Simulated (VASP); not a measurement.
A run of VASP 6.6.1 is set up as follows.

The input INCAR:

```
PREC = Accurate ; ENCUT = 600
EDIFF = 1E-6 ; ISMEAR = 0
SIGMA = 0.2 ; LREAL = False
LASPH = True ; NELM = 120
ALGO = Normal ; ISIF = 2
LWAVE = False ; LCHARG = True
GGA = PE ; LELF = True
LVHAR = True ; NBANDS = 29
GGA_COMPAT = False
```

KPOINTS

```
regular mesh
0
Gamma
  3 3 3
```

File POSCAR:

```
Mg4CdS3
1.0
    5.8961257646      0.0000000000      0.0000000000
    0.0000000000      5.8961257646      0.0000000000
    0.0000000000      0.0000000000      5.8961257646
Mg Cd S
4 1 3
Direct
    0.7290472695      0.7290472695      0.2709527305
    0.2709527305      0.7290472695      0.7290472695
    0.7290472695      0.2709527305      0.7290472695
    0.2709527305      0.2709527305      0.2709527305
    0.0000000000      0.0000000000      0.0000000000
    0.5000000000      0.0000000000      0.5000000000
    0.0000000000      0.5000000000      0.5000000000
    0.5000000000      0.5000000000      0.0000000000
```

Potentials or basis: VASP PAW PBE potentials, release 64 (Mg, Cd, S).

Command:

```console
$ cat potpaw_PBE.64/Mg/POTCAR potpaw_PBE.64/Cd/POTCAR potpaw_PBE.64/S/POTCAR > POTCAR
$ mpirun -np 1 vasp_std > vasp.out
```

Q: Estimate the largest force.

A: 0.019 eV/Å.

Q: Predict the pressure.

A: 0.5 GPa.

Forces on the atoms (eV/Å):
```
Mg  -0.011 -0.011  0.011
Mg   0.011 -0.011 -0.011
Mg  -0.011  0.011 -0.011
Mg   0.011  0.011  0.011
Cd   0.000  0.000  0.000
S    0.000  0.000  0.000
S    0.000  0.000  0.000
S    0.000  0.000  0.000
```
